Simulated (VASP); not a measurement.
# Ru (P6_3/mmc) in VASP: notebook

The runs below take Ru through single point, with PBE.

All numbers are computed with VASP 6.6.1; they aren't measurements. Logs are shortened: lines on timing, memory, paths and dates and some standing lists are left out, and cuts for length are marked.

## 1. The cell of the first run

It takes space group P6_3/mmc (No. 194, hexagonal). Conventional cell: a = 2.710 Å, b = 2.710 Å, c = 8.701 Å, α = 90.00°, β = 90.00°, γ = 120.00°. Ru (site symmetry -3m) has 12 Ru at 2.68 to 2.71 Å within 3.5 Å. Within 3.5 Å of Ru (site symmetry -6m2) lie 12 Ru at 2.68 to 2.71 Å.

## 2. Single point, PBE

INCAR reads:

```
PREC     = Accurate       # precision mode
ENCUT    = 520            # plane-wave cutoff, eV
EDIFF    = 1E-6           # SCF threshold, eV
ISMEAR   = -1             # smearing method
SIGMA    = 0.1            # smearing width, eV
LREAL    = False          # projectors in reciprocal space
LASPH    = True           # aspherical terms in the spheres
NELM     = 80             # most SCF steps
ALGO     = Normal         # electronic algorithm
ISIF     = 2              # what is computed and relaxed
LWAVE    = False          # write WAVECAR
LCHARG   = True           # write CHGCAR
GGA      = PE             # functional
LELF     = True           # ELF
LVHAR    = True         
NBANDS   = 36             # bands
```

KPOINTS reads:

```
Automatic mesh
0
Gamma
  15 15 4
```

POSCAR reads:

```
Ru
1.0
    2.7100940250      0.0000000000      0.0000000000
   -1.3550470125      2.3470102723      0.0000000000
    0.0000000000      0.0000000000      8.7007283179
Ru
4
Direct
    1.0000000000      1.0000000000      0.0000000000
    1.0000000000      1.0000000000      0.5000000000
    0.3333333333      0.6666666667      0.2500000000
    0.6666666667      0.3333333333      0.7500000000
```

Potentials or basis: VASP PAW PBE potentials, release 64 (Ru_pv).

The run is started by

```
> cat potpaw_PBE.64/Ru_pv/POTCAR > POTCAR
> mpirun -np 1 vasp_std > vasp.out
```

OUTCAR:

```text
PREC = Accurate
   ENCUT = 520
   EDIFF = 1E-6
   ISMEAR = -1
   LREAL = False
   LASPH = True
   NELM = 80
   ISIF = 2
   GGA = PE

 ion  position               nearest neighbor table
   1  0.000  0.000  0.000-   3 2.68   4 2.68   4 2.68   3 2.68   4 2.68   3 2.68
   2  0.000  0.000  0.500-   3 2.68   4 2.68   4 2.68   3 2.68   4 2.68   3 2.68
   3  0.333  0.667  0.250-   1 2.68   2 2.68   1 2.68   2 2.68   1 2.68   2 2.68
   4  0.667  0.333  0.750-   1 2.68   2 2.68   1 2.68   2 2.68   1 2.68   2 2.68

  LATTYP: Found a hexagonal cell.
 ALAT       =     2.7100940250
 C/A-ratio  =     3.2104894655

  Lattice vectors:

 A1 = (   2.7100940250,   0.0000000000,   0.0000000000)
 A2 = (  -1.3550470125,   2.3470102723,   0.0000000000)
 A3 = (   0.0000000000,   0.0000000000,   8.7007283179)

Analysis of symmetry for initial positions (statically):
=====================================================================
 Subroutine PRICEL returns:
 Original cell was already a primitive cell.

 Routine SETGRP: Setting up the symmetry group for a
 hexagonal supercell.

 Subroutine GETGRP returns: Found 24 space group operations
 (whereof 12 operations were pure point group operations)
 out of a pool of 24 trial point group operations.

The static configuration has the point symmetry D_3d.
 The point group associated with its full space group is D_6h.

Analysis of symmetry for dynamics (positions and initial velocities):
=====================================================================
 Subroutine PRICEL returns:
 Original cell was already a primitive cell.

 Routine SETGRP: Setting up the symmetry group for a
 hexagonal supercell.

 Subroutine GETGRP returns: Found 24 space group operations
 (whereof 12 operations were pure point group operations)
 out of a pool of 24 trial point group operations.

The dynamic configuration has the point symmetry D_3d.
 The point group associated with its full space group is D_6h.

 Subroutine INISYM returns: Found 24 space group operations
 (whereof 12 operations are pure point group operations),
 and found     1 'primitive' translations

----------------------------------------------------------------------------------------

                                     Primitive cell

  volume of cell :      55.3420

  direct lattice vectors                    reciprocal lattice vectors
     2.710094025  0.000000000  0.000000000     0.368990888  0.213036988  0.000000000
    -1.355047013  2.347010272  0.000000000     0.000000000  0.426073977  0.000000000
     0.000000000  0.000000000  8.700728318     0.000000000  0.000000000  0.114932907

  length of vectors
     2.710094025  2.710094025  8.700728318     0.426073977  0.426073977  0.114932907

  position of ions in fractional coordinates (direct lattice)
     0.000000000  0.000000000  0.000000000
     0.000000000  0.000000000  0.500000000
     0.333333333  0.666666667  0.250000000
     0.666666667  0.333333333  0.750000000

  ion indices of the primitive-cell ions
   primitive index   ion index
                 1           1
                 2           2
                 3           3
                 4           4

----------------------------------------------------------------------------------------

 KPOINTS: Automatic mesh

Automatic generation of k-mesh.
 Grid dimensions read from file:
 generate k-points for:   15   15    4

 Generating k-lattice:

  Cartesian coordinates                     Fractional coordinates (reciprocal lattice)
     0.024599393  0.014202466  0.000000000     0.066666667 -0.000000000  0.000000000
     0.000000000  0.028404932  0.000000000     0.000000000  0.066666667  0.000000000
     0.000000000  0.000000000  0.028733227     0.000000000  0.000000000  0.250000000

  Length of vectors
     0.028404932  0.028404932  0.028733227

  Shift w.r.t. Gamma in fractional coordinates (k-lattice)
     0.000000000  0.000000000  0.000000000

 Subroutine IBZKPT returns following result:
 ===========================================

 Found     81 irreducible k-points:

 Following reciprocal coordinates:
            Coordinates               Weight
  0.000000  0.000000  0.000000      1.000000
  0.066667 -0.000000  0.000000      6.000000
  0.133333  0.000000  0.000000      6.000000
  0.200000  0.000000  0.000000      6.000000
  0.266667  0.000000  0.000000      6.000000
  0.333333 -0.000000  0.000000      6.000000
[... 16 lines left out ...]
  0.333333  0.200000  0.000000     12.000000
  0.400000  0.200000  0.000000      6.000000
 [... further k-points ...]
   k-points           NKPTS =     81   k-points in BZ     NKDIM =     81   number of bands    NBANDS=     36
   number of dos      NEDOS =    301   number of ions     NIONS =      4
   total plane-waves  NPLWV =  28000
   dimension x,y,z NGX =    20 NGY =   20 NGZ =   70
   dimension x,y,z NGXF=    40 NGYF=   40 NGZF=  140
   ions per type =               4
   NGX,Y,Z   is equivalent  to a cutoff of  12.27, 12.27, 13.37 a.u.
   NGXF,Y,Z  is equivalent  to a cutoff of  24.54, 24.54, 26.75 a.u.
 SYSTEM =  unknown system
   PREC   = accura    normal or accurate (medium, high low for compatibility)
   ISTART =      0    job   : 0-new  1-cont  2-samecut
   ICHARG =      2    charge: 1-file 2-atom 10-const
   ISPIN  =      1    spin polarized calculation?
   LNONCOLLINEAR =      F non collinear calculations
   LSORBIT =      F    spin-orbit coupling
   LASPH  =      T    aspherical Exc in radial PAW
   ENCUT  =  520.0 eV  38.22 Ry    6.18 a.u.   5.04  5.04 16.18*2*pi/ulx,y,z
   NELM   =     80;   NELMIN=  2; NELMDL= -5     # of ELM steps
   EDIFF  = 0.1E-05   stopping-criterion for ELM
   LREAL  =      F    real-space projection
   EDIFFG = 0.1E-04   stopping-criterion for IOM
   NSW    =      0    number of steps for IOM
   IBRION =     -1    ionic relax: 0-MD 1-quasi-New 2-CG
   NFREE  =      0    steps in history (QN), initial steepest desc. (CG)
   ISIF   =      2    stress and relaxation
   ISYM   =      2    0-nonsym 1-usesym 2-fastsym
   POTIM  = 0.5000    time-step for ionic-motion
   TEBEG  =    0.0;   TEEND  =   0.0 temperature during run
   PSTRESS=    0.0 pullay stress
   NELECT =      56.0000    total number of electrons
   NUPDOWN=      -1.0000    fix difference up-down
   EMIN   =  10.00;   EMAX   =-10.00  energy-range for DOS
   EFERMI =   0.00;   METHOD = LEGACY
   ISMEAR =    -1;   SIGMA  =   0.10  broadening in eV -4-tet -1-fermi 0-gaus
   EFERMI_NEDOS =   21; number of points for ismear=-14 and -15
   IALGO  =     38    algorithm
   IMIX   =      4    mixing-type and parameters
     AMIX     =   0.40;   BMIX     =  1.00
     AMIX_MAG =   1.60;   BMIX_MAG =  1.00
  volume/ion in A,a.u.               =      13.84        93.37
  Fermi-wavevector in a.u.,A,eV,Ry     =   1.643561  3.105880 36.753324  2.701293
  Thomas-Fermi vector in A             =   2.733675
   LORBIT       =      0    0 simple, 1 ext, 2 COOP (PROOUT), +10 PAW based schemes
   GGA     = PE    functional components
   LHFCALC =     F    Hartree Fock is set to
   AEXX    =    0.0000 exact exchange contribution
   IVDW    =     0    specifies the selected vdW correction
   LEPSILON=     F    determine dielectric tensor
   LRPA    =     F    only Hartree local field effects (RPA)
 non-spin polarized calculation
  energy-cutoff  :      520.00
  volume of cell :       55.34
 maximum number of plane-waves:      1521
   NGX = 11   NGY = 11   NGZ = 33

 number of electron      55.9999985 magnetization

 Free energy of the ion-electron system (eV)
  ---------------------------------------------------
  ext. energy  EPLUGINS =         0.00000000
  ---------------------------------------------------
  free energy    TOTEN  =       -36.69384276 eV

  energy without entropy =      -36.55193456  energy(sigma->0) =      -36.62288866

 E-fermi :  12.4836     XC(G=0): -14.0011

 val. band max:       12.4812870145   @ k =   0.0667   0.0667   0.2500
 cond. band min:      12.4925747669   @ k =   0.0667  -0.0000   0.0000
 fundamental gap:      0.0112877524
 Fermi energy:        12.4836230543

 k-point     1 :       0.0000    0.0000    0.0000
  band No.  band energies     occupation
      1     -31.0351      2.00000
      2     -30.5537      2.00000
      3     -30.4991      2.00000
      4     -30.1683      2.00000
      5     -30.1683      2.00000
      6     -30.1057      2.00000
[... 28 lines left out ...]
     35      13.9806      0.00000
     36      13.9806      0.00000

 k-point     2 :       0.0667   -0.0000    0.0000
  band No.  band energies     occupation
      1     -31.0209      2.00000
      2     -30.5580      2.00000
      3     -30.5052      2.00000
      4     -30.1998      2.00000
      5     -30.1787      2.00000
      6     -30.1270      2.00000
[... 28 lines left out ...]
     35      14.0030      0.00000
     36      15.2514      0.00000

 k-point     3 :       0.1333    0.0000    0.0000
  band No.  band energies     occupation
      1     -30.9798      2.00000
      2     -30.5764      2.00000
      3     -30.5302      2.00000
      4     -30.2869      2.00000
      5     -30.2075      2.00000
      6     -30.1793      2.00000
[... 28 lines left out ...]
     35      14.0665      0.00000
     36      16.8059      0.00000

 k-point     4 :       0.2000    0.0000    0.0000
  band No.  band energies     occupation
      1     -30.9162      2.00000
      2     -30.6256      2.00000
      3     -30.5895      2.00000
      4     -30.4090      2.00000
      5     -30.3003      2.00000
      6     -30.2486      2.00000
[... 28 lines left out ...]
     35      14.1542      0.00000
     36      18.4133      0.00000

 k-point     5 :       0.2667    0.0000    0.0000
  band No.  band energies     occupation
      1     -30.8432      2.00000
      2     -30.7177      2.00000
      3     -30.6789      2.00000
      4     -30.5412      2.00000
      5     -30.4560      2.00000
      6     -30.2945      2.00000
[... 655 lines left out ...]
 k-point    22 :       0.2667    0.2000    0.0000
  band No.  band energies     occupation
      1     -30.8499      2.00000
      2     -30.8341      2.00000
      3     -30.7116      2.00000
      4     -30.6587      2.00000
      5     -30.6523      2.00000
      6     -30.4890      2.00000
[... 28 lines left out ...]
     35      16.9910      0.00000
     36      22.2805      0.00000

 k-point    23 :       0.3333    0.2000    0.0000
  band No.  band energies     occupation
      1     -30.8914      2.00000
      2     -30.8703      2.00000
      3     -30.7439      2.00000
      4     -30.7045      2.00000
      5     -30.5872      2.00000
      6     -30.5209      2.00000
[... 28 lines left out ...]
     35      18.2918      0.00000
     36      20.5257      0.00000

 k-point    24 :       0.4000    0.2000    0.0000
  band No.  band energies     occupation
      1     -30.9071      2.00000
      2     -30.8826      2.00000
      3     -30.7430      2.00000
      4     -30.7311      2.00000
      5     -30.5583      2.00000
      6     -30.5251      2.00000
[... 28 lines left out ...]
     35      18.9843      0.00000
     36      19.4518      0.00000

 [... further k-points ...]
[... 5 lines left out ...]
  --------------------------------------------------------------------------------------
  -------------------------------------------------------------------------------------
  Total       -0.2294460     -0.2294460      0.1761819      0.0000000     -0.0000000     -0.0000000
  in kB       -6.6425702     -6.6425702      5.1005502      0.0000000     -0.0000000     -0.0000000
  external PRESSURE =      -2.7281967 kB  Pullay stress =       0.0000000 kB

 VOLUME and BASIS-vectors are now :
 -----------------------------------------------------------------------------
  energy-cutoff  :      520.00
  volume of cell :       55.34
      direct lattice vectors                 reciprocal lattice vectors
     2.710094025  0.000000000  0.000000000     0.368990888  0.213036988  0.000000000
    -1.355047013  2.347010272  0.000000000     0.000000000  0.426073977  0.000000000
     0.000000000  0.000000000  8.700728318     0.000000000  0.000000000  0.114932907

 POSITION                                       TOTAL-FORCE (eV/Angst)
 -----------------------------------------------------------------------------------
      0.00000      0.00000      0.00000        -0.000000     -0.000000      0.000000
      0.00000      0.00000      4.35036        -0.000000     -0.000000      0.000000
     -0.00000      1.56467      2.17518         0.000000      0.000000     -0.000000
      1.35505      0.78234      6.52555        -0.000000     -0.000000     -0.000000
 -----------------------------------------------------------------------------------
    total drift:                                0.000000     -0.000000      0.000000

  FREE ENERGIE OF THE ION-ELECTRON SYSTEM (eV)
  ---------------------------------------------------
  free  energy   TOTEN  =       -36.6938427626 eV

  energy  without entropy=      -36.5519345630  energy(sigma->0) =      -36.62288866
```

Run time: 76 s. Hardware: 1 thread of Intel Xeon Platinum 8488C (Sapphire Rapids), shared host; peak memory 0.25 GiB.

What came out:

```
Free energy            : -36.6938 eV
Pressure               : -0.3 GPa
Band gap on the k mesh : zero (band 28 reaches 13.99 eV, above the bottom of band 29 at 11.27 eV)
```

Stress tensor (GPa, compression positive):
```
-0.66  0.00  0.00
 0.00 -0.66  0.00
 0.00  0.00  0.51
```

## 3. Single point, PBE (volume scaled by 1.04)

Changes to INCAR since step 2:

```diff
@@ -2,3 +2,3 @@
 ENCUT    = 520            # plane-wave cutoff, eV
-EDIFF    = 1E-6           # SCF threshold, eV
+EDIFF    = 1E-7           # SCF threshold, eV
 ISMEAR   = -1             # smearing method
@@ -7,3 +7,3 @@
 LASPH    = True           # aspherical terms in the spheres
-NELM     = 80             # most SCF steps
+NELM     = 60             # most SCF steps
 ALGO     = Normal         # electronic algorithm
```

KPOINTS is that of step 2.

POSCAR reads:

```
Ru
1.0
    2.7457572467      0.0000000000      0.0000000000
   -1.3728786234      2.3778955283      0.0000000000
    0.0000000000      0.0000000000      8.8152247153
Ru
4
Direct
    1.0000000000      1.0000000000      0.0000000000
    1.0000000000      1.0000000000      0.5000000000
    0.3333333333      0.6666666667      0.2500000000
    0.6666666667      0.3333333333      0.7500000000
```

Potentials or basis: VASP PAW PBE potentials, release 64 (Ru_pv).

The run is started by

```
> cat potpaw_PBE.64/Ru_pv/POTCAR > POTCAR
> mpirun -np 1 vasp_std > vasp.out
```

Wall time 76 s (1 thread of Intel Xeon Platinum 8488C (Sapphire Rapids), shared host); peak memory 0.25 GiB.

The run converged. Its results:

```yaml
Free_energy: -36.6136 eV
Pressure: -11.2 GPa
Band_gap_on_the_k_mesh: zero (band 28 reaches 13.20 eV, above the bottom of band 29 at 10.66 eV)
```

Stress tensor (GPa, compression positive):
```
-11.40   0.00   0.00
  0.00 -11.40   0.00
  0.00   0.00 -10.74
```

Levels at points of the mesh, in eV from the Fermi level:
| k point | band 24 | band 25 | band 26 | band 27 | band 28 | band 29 | band 30 | band 31 | band 32 | band 33 |
| --- | --- | --- | --- | --- | --- | --- | --- | --- | --- | --- |
| (0.00, 0.00, 0.00) | -2.04 | -2.04 | -1.95 | -1.95 | -0.75 | -0.75 | -0.09 | -0.09 | 0.52 | 0.52 |
| (0.00, 0.00, 0.50) | -2.23 | -2.23 | -2.23 | -0.63 | -0.63 | -0.37 | -0.37 | -0.37 | -0.37 | 0.98 |
